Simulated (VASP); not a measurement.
Set up this calculation in VASP 6.6.1, as the native input.

```
Task                   : single point
Functional             : PBE
Potentials or basis    : VASP PAW PBE potentials, release 64 (I, Cu)
Cutoff                 : 520 eV
k mesh                 : 3 × 3 × 3
Occupations            : fermi-dirac, width 0.04 eV
Spin                   : no spin polarisation
Dipole correction      : no
Further INCAR settings : ALGO = Normal; EDIFF = 1e-06; NBANDS = 16
```

The structure of CuI lies in POSCAR:

```
CuI
1.0
    0.0000000000      3.0315000000      3.0315000000
    3.0315000000      0.0000000000      3.0315000000
    3.0315000000      3.0315000000      0.0000000000
I Cu
1 1
Direct
    0.0000000000      0.0000000000      0.0000000000
    0.7500000000      0.7500000000      0.7500000000
```

One way to write it, as run:

INCAR

```
  PREC = Accurate
  ENCUT = 520
  EDIFF = 1E-6
  ISMEAR = -1
  SIGMA = 0.04
  LREAL = F
  LASPH = T
  NELM = 80
  ALGO = Normal
  ISIF = 2
  LWAVE = F
  LCHARG = T
  GGA = PE
  LELF = T
  LVHAR = T
  NBANDS = 16
```

KPOINTS

```
regular mesh
0
Gamma
  3 3 3
```

Potentials or basis: VASP PAW PBE potentials, release 64 (I, Cu).

Run with:

```sh
$ cat potpaw_PBE.64/I/POTCAR potpaw_PBE.64/Cu/POTCAR > POTCAR
$ mpirun -np 1 vasp_std > vasp.out
```

It gave:

```yaml
Pressure: 1.3 GPa
Band_gap_on_the_k_mesh: 1.14 eV
```

Caveat: the k points lie up to 0.60 Å⁻¹ apart; spin-orbit coupling is left out, which moves the levels of the heavy elements.

Run time: 3.9 s on 1 thread of Intel(R) Xeon(R) 6975P-C (Granite Rapids) (shared host), peak memory 0.16 GiB.
